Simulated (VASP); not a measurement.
# GaAs (F-43m) in VASP: settings compared, part 2 of 2

VASP 6.6.1.

**3. Single point, r2SCAN (strain -2.5%)**

Contents of POSCAR:

```
GaAs
1.0
    0.0000000000      2.7622579668      2.7622579668
    2.7622579668      0.0000000000      2.7622579668
    2.7622579668      2.7622579668      0.0000000000
Ga As
1 1
Direct
    0.0000000000      0.0000000000      0.0000000000
    0.2500000000      0.2500000000      0.2500000000
```

Contents of INCAR.step1:

```
SYSTEM = GaAs
PREC = Accurate
ENCUT = 520
ISMEAR = 0
SIGMA = 0.01
LREAL = .False.
LASPH = .True.
NELM = 100
NBANDS = 16
GGA = PE
ALGO = Normal
EDIFF = 1E-4
LWAVE = .True.
LCHARG = .False.
```

Contents of INCAR.step2:

```
SYSTEM = GaAs
PREC = Accurate
ENCUT = 520
EDIFF = 1E-6
ISMEAR = 0
SIGMA = 0.01
LREAL = .False.
LASPH = .True.
NELM = 100
ALGO = Normal
ISIF = 2
LWAVE = .False.
LCHARG = .False.
METAGGA = R2SCAN
LMIXTAU = .True.
NBANDS = 16
ISTART = 1
```

Contents of KPOINTS:

```
regular mesh
0
Gamma
  8 8 8
  0 0 0
```

Potentials or basis: VASP PAW PBE potentials, release 64 (Ga_d, As).

Run with:

```bash
$ cat potpaw_PBE.64/Ga_d/POTCAR potpaw_PBE.64/As/POTCAR > POTCAR
$ cp INCAR.step1 INCAR
$ mpirun -np 1 vasp_std > vasp.out
$ cp INCAR.step2 INCAR
$ mpirun -np 1 vasp_std > vasp.out
```

OUTCAR:

```text
SYSTEM = GaAs
   PREC = Accurate
   ENCUT = 520
   EDIFF = 1E-6
   ISMEAR = 0
   LREAL = .False.
   LASPH = .True.
   NELM = 100
   ISIF = 2
   METAGGA = R2SCAN
   ISTART = 1

 ion  position               nearest neighbor table
   1  0.000  0.000  0.000-   2 2.39   2 2.39   2 2.39   2 2.39
   2  0.250  0.250  0.250-   1 2.39   1 2.39   1 2.39   1 2.39

  LATTYP: Found a face centered cubic cell.
 ALAT       =     5.5245159336

  Lattice vectors:

 A1 = (   0.0000000000,   2.7622579668,   2.7622579668)
 A2 = (   2.7622579668,   0.0000000000,   2.7622579668)
 A3 = (   2.7622579668,   2.7622579668,   0.0000000000)

Analysis of symmetry for initial positions (statically):
=====================================================================
 Subroutine PRICEL returns:
 Original cell was already a primitive cell.

 Routine SETGRP: Setting up the symmetry group for a
 face centered cubic supercell.

 Subroutine GETGRP returns: Found 24 space group operations
 (whereof 24 operations were pure point group operations)
 out of a pool of 48 trial point group operations.

The static configuration has the point symmetry T_d .

Analysis of symmetry for dynamics (positions and initial velocities):
=====================================================================
 Subroutine PRICEL returns:
 Original cell was already a primitive cell.

 Routine SETGRP: Setting up the symmetry group for a
 face centered cubic supercell.

 Subroutine GETGRP returns: Found 24 space group operations
 (whereof 24 operations were pure point group operations)
 out of a pool of 48 trial point group operations.

The dynamic configuration has the point symmetry T_d .

 Subroutine INISYM returns: Found 24 space group operations
 (whereof 24 operations are pure point group operations),
 and found     1 'primitive' translations

----------------------------------------------------------------------------------------

                                     Primitive cell

  volume of cell :      42.1524

  direct lattice vectors                    reciprocal lattice vectors
     0.000000000  2.762257967  2.762257967    -0.181011334  0.181011334  0.181011334
     2.762257967  0.000000000  2.762257967     0.181011334 -0.181011334  0.181011334
     2.762257967  2.762257967  0.000000000     0.181011334  0.181011334 -0.181011334

  length of vectors
     3.906422679  3.906422679  3.906422679     0.313520828  0.313520828  0.313520828

  position of ions in fractional coordinates (direct lattice)
     0.000000000  0.000000000  0.000000000
     0.250000000  0.250000000  0.250000000

  ion indices of the primitive-cell ions
   primitive index   ion index
                 1           1
                 2           2

----------------------------------------------------------------------------------------

 KPOINTS: regular mesh

Automatic generation of k-mesh.
 Grid dimensions read from file:
 generate k-points for:    8    8    8

 Generating k-lattice:

  Cartesian coordinates                     Fractional coordinates (reciprocal lattice)
    -0.022626417  0.022626417  0.022626417     0.125000000  0.000000000  0.000000000
     0.022626417 -0.022626417  0.022626417     0.000000000  0.125000000  0.000000000
     0.022626417  0.022626417 -0.022626417     0.000000000  0.000000000  0.125000000

  Length of vectors
     0.039190103  0.039190103  0.039190103

  Shift w.r.t. Gamma in fractional coordinates (k-lattice)
     0.000000000  0.000000000  0.000000000

 Subroutine IBZKPT returns following result:
 ===========================================

 Found     29 irreducible k-points:

 Following reciprocal coordinates:
            Coordinates               Weight
  0.000000  0.000000  0.000000      1.000000
  0.125000  0.000000  0.000000      8.000000
  0.250000  0.000000  0.000000      8.000000
  0.375000  0.000000  0.000000      8.000000
  0.500000  0.000000  0.000000      4.000000
  0.125000  0.125000  0.000000      6.000000
[... 16 lines left out ...]
  0.500000  0.250000  0.125000     48.000000
 -0.375000  0.250000  0.125000     24.000000
 [... further k-points ...]
   k-points           NKPTS =     29   k-points in BZ     NKDIM =     29   number of bands    NBANDS=     16
   number of dos      NEDOS =    301   number of ions     NIONS =      2
   total plane-waves  NPLWV =  27000
   dimension x,y,z NGX =    30 NGY =   30 NGZ =   30
   dimension x,y,z NGXF=    60 NGYF=   60 NGZF=   60
   ions per type =               1   1
   NGX,Y,Z   is equivalent  to a cutoff of  12.77, 12.77, 12.77 a.u.
   NGXF,Y,Z  is equivalent  to a cutoff of  25.53, 25.53, 25.53 a.u.
 SYSTEM =  GaAs
   PREC   = accura    normal or accurate (medium, high low for compatibility)
   ISTART =      1    job   : 0-new  1-cont  2-samecut
   ICHARG =      0    charge: 1-file 2-atom 10-const
   ISPIN  =      1    spin polarized calculation?
   LNONCOLLINEAR =      F non collinear calculations
   LSORBIT =      F    spin-orbit coupling
   LASPH  =      T    aspherical Exc in radial PAW
   ENCUT  =  520.0 eV  38.22 Ry    6.18 a.u.   7.26  7.26  7.26*2*pi/ulx,y,z
   NELM   =    100;   NELMIN=  2; NELMDL=  0     # of ELM steps
   EDIFF  = 0.1E-05   stopping-criterion for ELM
   LREAL  =      F    real-space projection
   EDIFFG = 0.1E-04   stopping-criterion for IOM
   NSW    =      0    number of steps for IOM
   IBRION =     -1    ionic relax: 0-MD 1-quasi-New 2-CG
   NFREE  =      0    steps in history (QN), initial steepest desc. (CG)
   ISIF   =      2    stress and relaxation
   ISYM   =      2    0-nonsym 1-usesym 2-fastsym
   POTIM  = 0.5000    time-step for ionic-motion
   TEBEG  =    0.0;   TEEND  =   0.0 temperature during run
   PSTRESS=    0.0 pullay stress
   NELECT =      18.0000    total number of electrons
   NUPDOWN=      -1.0000    fix difference up-down
   EMIN   =  10.00;   EMAX   =-10.00  energy-range for DOS
   EFERMI =   0.00;   METHOD = LEGACY
   ISMEAR =     0;   SIGMA  =   0.01  broadening in eV -4-tet -1-fermi 0-gaus
   EFERMI_NEDOS =   21; number of points for ismear=-14 and -15
   IALGO  =     38    algorithm
   IMIX   =      4    mixing-type and parameters
     AMIX     =   0.40;   BMIX     =  1.00
     AMIX_MAG =   1.60;   BMIX_MAG =  1.00
  volume/ion in A,a.u.               =      21.08       142.23
  Fermi-wavevector in a.u.,A,eV,Ry     =   1.232797  2.329648 20.677964  1.519787
  Thomas-Fermi vector in A             =   2.367552
   LORBIT       =      0    0 simple, 1 ext, 2 COOP (PROOUT), +10 PAW based schemes
   METAGGA = R2SCAN    functional components
   LHFCALC =     F    Hartree Fock is set to
   AEXX    =    0.0000 exact exchange contribution
   IVDW    =     0    specifies the selected vdW correction
   LEPSILON=     F    determine dielectric tensor
   LRPA    =     F    only Hartree local field effects (RPA)
 non-spin polarized calculation
 Gauss-broadening in eV      SIGMA  =   0.01
  energy-cutoff  :      520.00
  volume of cell :       42.15
 maximum number of plane-waves:      1158
 NGX is ok and might be reduce to    30
   NGX = 15   NGY = 15   NGZ = 15

 number of electron      18.0000008 magnetization

 Free energy of the ion-electron system (eV)
  ---------------------------------------------------
  ext. energy  EPLUGINS =         0.00000000
  ---------------------------------------------------
  free energy    TOTEN  =       -26.98722928 eV

  energy without entropy =      -26.98722928  energy(sigma->0) =      -26.98722928

 E-fermi :   4.4292     XC(G=0): -10.5931

 val. band max:        4.3618761427   @ k =   0.0000   0.0000   0.0000
 cond. band min:       5.9290007219   @ k =   0.0000   0.0000   0.0000
 fundamental gap:      1.5671245792
 Fermi energy:         4.4292114905

 k-point     1 :       0.0000    0.0000    0.0000
  band No.  band energies     occupation
      1     -11.0122      2.00000
      2     -11.0122      2.00000
      3     -11.0122      2.00000
      4     -10.9018      2.00000
      5     -10.9018      2.00000
      6      -9.3887      2.00000
[... 8 lines left out ...]
     15      15.1589      0.00000
     16      15.1589      0.00000
[... 419 lines left out ...]
 k-point    24 :      -0.3750    0.2500    0.1250
  band No.  band energies     occupation
      1     -11.1397      2.00000
      2     -10.9775      2.00000
      3     -10.9681      2.00000
      4     -10.9081      2.00000
      5     -10.8973      2.00000
      6      -6.9020      2.00000
[... 8 lines left out ...]
     15      16.9102      0.00000
     16      17.6877      0.00000

 [... further k-points ...]
[... 5 lines left out ...]
  --------------------------------------------------------------------------------------
  -------------------------------------------------------------------------------------
  Total        1.7629320      1.7629320      1.7629320      0.0000000      0.0000000     -0.0000000
  in kB       67.0075050     67.0075050     67.0075050      0.0000000      0.0000000     -0.0000000
  external PRESSURE =      67.0075050 kB  Pullay stress =       0.0000000 kB

 VOLUME and BASIS-vectors are now :
 -----------------------------------------------------------------------------
  energy-cutoff  :      520.00
  volume of cell :       42.15
      direct lattice vectors                 reciprocal lattice vectors
     0.000000000  2.762257967  2.762257967    -0.181011334  0.181011334  0.181011334
     2.762257967  0.000000000  2.762257967     0.181011334 -0.181011334  0.181011334
     2.762257967  2.762257967  0.000000000     0.181011334  0.181011334 -0.181011334

 POSITION                                       TOTAL-FORCE (eV/Angst)
 -----------------------------------------------------------------------------------
      0.00000      0.00000      0.00000        -0.000000     -0.000000     -0.000000
      1.38113      1.38113      1.38113         0.000000      0.000000      0.000000
 -----------------------------------------------------------------------------------
    total drift:                                0.000004      0.000004      0.000004

  FREE ENERGIE OF THE ION-ELECTRON SYSTEM (eV)
  ---------------------------------------------------
  free  energy   TOTEN  =       -26.9872292817 eV

  energy  without entropy=      -26.9872292817  energy(sigma->0) =      -26.98722928
```

OSZICAR.step1:

```text
N       E                     dE             d eps       ncg     rms          rms(c)
DAV:   1     0.844962914565E+02    0.84496E+02   -0.87984E+03   960   0.156E+03
DAV:   2    -0.190745954268E+01   -0.86404E+02   -0.82675E+02  1064   0.322E+02
DAV:   3    -0.821244541706E+01   -0.63050E+01   -0.62854E+01  1144   0.662E+01
DAV:   4    -0.830120222068E+01   -0.88757E-01   -0.88748E-01  1176   0.869E+00
DAV:   5    -0.830241853654E+01   -0.12163E-02   -0.12163E-02  1152   0.918E-01    0.313E+00
DAV:   6    -0.814992794457E+01    0.15249E+00   -0.21301E-01  1424   0.854E+00    0.191E+00
DAV:   7    -0.812542573115E+01    0.24502E-01   -0.73855E-02  1168   0.207E+00    0.570E-01
DAV:   8    -0.812619432580E+01   -0.76859E-03   -0.11064E-02  1128   0.121E+00    0.139E-01
DAV:   9    -0.812658271699E+01   -0.38839E-03   -0.96250E-04  1112   0.337E-01    0.464E-02
DAV:  10    -0.812664440134E+01   -0.61684E-04   -0.68114E-05   944   0.110E-01
   1 F= -.81266444E+01 E0= -.81266444E+01  d E =-.171015E-20
```

Wall time 65 s (1 thread of Intel Xeon Platinum 8375C at 2.90GHz (Ice Lake), shared host); peak memory 0.15 GiB.

Results:

| Quantity | Value |
| --- | --- |
| Free energy | -26.9872 eV |
| Pressure | 6.7 GPa |
| Band gap on the k mesh | 1.57 eV, direct |

Levels at points of the mesh, in eV from the valence-band top:
```csv
k point,band 6,band 7,band 8,band 9,band 10,band 11,band 12,band 13
"(0.00, 0.00, 0.00)",-13.75,0.00,0.00,0.00,1.57,4.05,4.05,4.05
"(0.50, 0.00, 0.00)",-11.66,-7.23,-1.30,-1.30,1.58,5.00,5.00,8.37
"(0.50, 0.50, 0.00)",-10.79,-7.35,-3.04,-3.04,1.62,1.91,11.45,11.45
```

Caveat: the cell differs from its parent crystal (strain -2.5%); the PAW data sets were made with another functional, which shifts forces and pressure a little.

**4. Single point, r2SCAN**

Contents of POSCAR:

```
GaAs
1.0
    0.0000000000      2.8330850941      2.8330850941
    2.8330850941      0.0000000000      2.8330850941
    2.8330850941      2.8330850941      0.0000000000
Ga As
1 1
Direct
    0.0000000000      0.0000000000      0.0000000000
    0.2500000000      0.2500000000      0.2500000000
```

Contents of INCAR.step1:

```
PREC = Accurate
ENCUT = 520
ISMEAR = 0
SIGMA = 0.01
LREAL = F
LASPH = T
NELM = 80
NBANDS = 16
GGA = PE
ALGO = Normal
EDIFF = 1E-4
LWAVE = T
LCHARG = F
```

Contents of INCAR.step2:

```
PREC = Accurate
ENCUT = 520
EDIFF = 1E-6
ISMEAR = 0
SIGMA = 0.01
LREAL = F
LASPH = T
NELM = 80
ALGO = Normal
ISIF = 2
LWAVE = F
LCHARG = T
METAGGA = R2SCAN
LMIXTAU = T
LELF = T
LVHAR = T
NBANDS = 16
ISTART = 1
```

Contents of KPOINTS:

```
regular mesh
0
Gamma
  8 8 8
```

Run with:

```bash
$ cat potpaw_PBE.64/Ga_d/POTCAR potpaw_PBE.64/As/POTCAR > POTCAR
$ cp INCAR.step1 INCAR
$ mpirun -np 1 vasp_std > vasp.out
$ cp INCAR.step2 INCAR
$ mpirun -np 1 vasp_std > vasp.out
```

It took 62 s on 1 thread of Intel Xeon Platinum 8375C at 2.90GHz (Ice Lake), shared host; peak memory 0.15 GiB.

It converged, with:

- Free energy: -27.0533 eV
- Pressure: 0.1 GPa
- Band gap on the k mesh: 0.94 eV, direct

Levels at points of the mesh, in eV from the valence-band top:
```
           k point  band 5  band 6  band 7  band 8  band 9  band 10  band 11  band 12  band 13  band 14
(0.00, 0.00, 0.00)  -15.14  -13.16    0.00    0.00    0.00     0.94     4.04     4.04     4.04     8.22
(0.50, 0.00, 0.00)  -15.13  -11.33   -6.78   -1.17   -1.17     1.34     4.99     4.99     8.28    11.09
(0.50, 0.50, 0.00)  -15.12  -10.56   -6.96   -2.75   -2.75     1.77     1.95    10.81    10.81    11.69
```

Caveat: the PAW data sets were made with another functional, which shifts forces and pressure a little.

**5. Summary**

| level | cell | smearing | gap on the mesh (eV) | pressure (GPa) |
| --- | --- | --- | --- | --- |
| PBE | a = 4.007 Å, angles 60.0°, 2 atoms | fermi-dirac 0.02 eV | 0.47 | 2.9 |
| r2SCAN | a = 3.906 Å, angles 60.0°, 2 atoms | gaussian 0.01 eV | 1.57 | 6.7 |
| r2SCAN | a = 4.007 Å, angles 60.0°, 2 atoms | gaussian 0.01 eV | 0.94 | 0.1 |

Alike in all rows: task single point; potentials or basis VASP PAW PBE potentials, release 64 (Ga_d, As); no spin polarisation; k mesh 8 × 8 × 8; cutoff (eV) 520.

Caveats: the PAW data sets were made with another functional, which shifts forces and pressure a little (some runs).

Absolute energies hang on the potentials; compare differences alone.
